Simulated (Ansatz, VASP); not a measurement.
## ZrSi7: VASP beside Ansatz

```xyz
8
Lattice="5.6007 0.0000 0.0000 0.0000 5.6007 0.0000 0.0000 0.0000 5.6007" Properties=species:S:1:pos:R:3 pbc="T T T"
Zr    0.0000    0.0000    0.0000
Si    1.4910    1.4910    1.4910
Si    0.0000    2.8004    2.8004
Si    2.8004    2.8004    0.0000
Si    2.8004    0.0000    2.8004
Si    4.1097    1.4910    4.1097
Si    4.1097    4.1097    1.4910
Si    1.4910    4.1097    4.1097
```

Alike in both runs: functional PBEsol; k mesh 6 × 6 × 6; occupations gaussian, width 0.1 eV; no spin polarisation.

Ansatz relaxed the structure, and its values are those at the end. VASP's run is a single point on that final structure, the one shown.

|  | VASP | Ansatz |
| --- | --- | --- |
| version | VASP 6.6.1 | Ansatz 0.2.0 |
| potentials or method | VASP PAW PBE potentials, release 64 (Zr_sv, Si), cutoff 520 eV | scalar-relativistic, plane waves, PAW |
| valence electrons in the cell | 40 | 40 |

|  | VASP | Ansatz | Ansatz less VASP |
| --- | --- | --- | --- |
| gap on the k mesh at the Fermi level (eV) | none | none | - |
| pressure (GPa) | 0.1 | 0.0 | -0.09 |

VASP's potentials were made for PBE, not for PBEsol. A gap of «none» marks a metal or a gap that the smearing closes. With one functional, cell and mesh, what is left measures potentials, basis and numerics.
